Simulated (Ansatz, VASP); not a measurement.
One calculation of Ge, two programs

```
Ge
1.0
     4.94607    2.85561    1.97009
    -4.94607    2.85561    1.97009
     0.00000   -5.71122    1.97009
Ge
8
Direct
  0.71287 0.71287 0.71287
  0.28713 0.28713 0.28713
  0.02115 0.71734 0.52354
  0.52354 0.02115 0.71734
  0.71734 0.52354 0.02115
  0.97885 0.28266 0.47646
  0.47646 0.97885 0.28266
  0.28266 0.47646 0.97885
```

Alike in both runs: task single point; functional r2SCAN; k mesh 6 × 6 × 6; occupations gaussian, width 0.15 eV; no spin polarisation.

```csv
,VASP,Ansatz
version,VASP 6.6.1,Ansatz 0.2.0
potentials or method,"VASP PAW PBE potentials, release 64 (Ge_d), cutoff 520 eV","scalar-relativistic, plane waves, PAW"
valence electrons in the cell,112,112
```

Ansatz gave:

```
gap on the k mesh at the Fermi level (eV) : none
pressure (GPa)                            : 0.0
rms of the force components (eV/Å)        : 0.004
```

**Question.** What did VASP give for the same quantities?

**Answer.** gap on the k mesh at the Fermi level (eV): none; pressure (GPa): 0.1; rms of the force components (eV/Å): 0.009.

VASP's potentials were made for PBE, not for r2SCAN. Atom by atom the forces differ by 0.006 eV/Å (rms over components). A gap of «none» marks a metal or a gap that the smearing closes.
